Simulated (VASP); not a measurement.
Set up this calculation in VASP 6.6.1, as the native input.

```
Task                   : single point
Functional             : PBEsol
Dispersion             : D3(BJ)
Potentials or basis    : VASP PAW PBE potentials, release 64 (Pb_d, Se)
Cutoff                 : 520 eV
k mesh                 : 6 × 6 × 6
Occupations            : gaussian, width 0.05 eV
Spin                   : no spin polarisation
Dipole correction      : no
Further INCAR settings : ALGO = Normal; EDIFF = 1e-06; NBANDS = 17
```

The structure of PbSe lies in POSCAR:

```
PbSe
1.0
    0.0000000000      2.9884663696      2.9884663696
    2.9884663696      0.0000000000      2.9884663696
    2.9884663696      2.9884663696      0.0000000000
Pb Se
1 1
Direct
    0.5000000000      0.5000000000      0.5000000000
    0.0000000000      0.0000000000      0.0000000000
```

This cell differs from its parent crystal: volume scaled by 0.98.

The input as run:

INCAR

```
PREC = Accurate
ENCUT = 520
EDIFF = 1E-6
ISMEAR = 0
SIGMA = 0.05
LREAL = False
LASPH = True
NELM = 80
ALGO = Normal
ISIF = 2
LWAVE = False
LCHARG = False
GGA = PS
IVDW = 12
NBANDS = 17
```

KPOINTS

```
Automatic mesh
0
Gamma
  6 6 6
```

Potentials or basis: VASP PAW PBE potentials, release 64 (Pb_d, Se).

Run with:

```sh
$ cat potpaw_PBE.64/Pb_d/POTCAR potpaw_PBE.64/Se/POTCAR > POTCAR
$ mpirun -np 1 vasp_std > vasp.out
```

Results of the run:

```
Pressure                   : 1.1 GPa
Band gap on the k mesh     : 0.06 eV, direct
Dispersion energy per atom : -0.385 eV
```

Caveat: the PAW data sets were made with another functional, which shifts forces and pressure a little; spin-orbit coupling is left out, which moves the levels of the heavy elements.

Run time: 9.3 s on 1 thread of AMD EPYC 7R13 Processor (Zen 3), with other jobs on the host, peak memory 0.16 GiB.
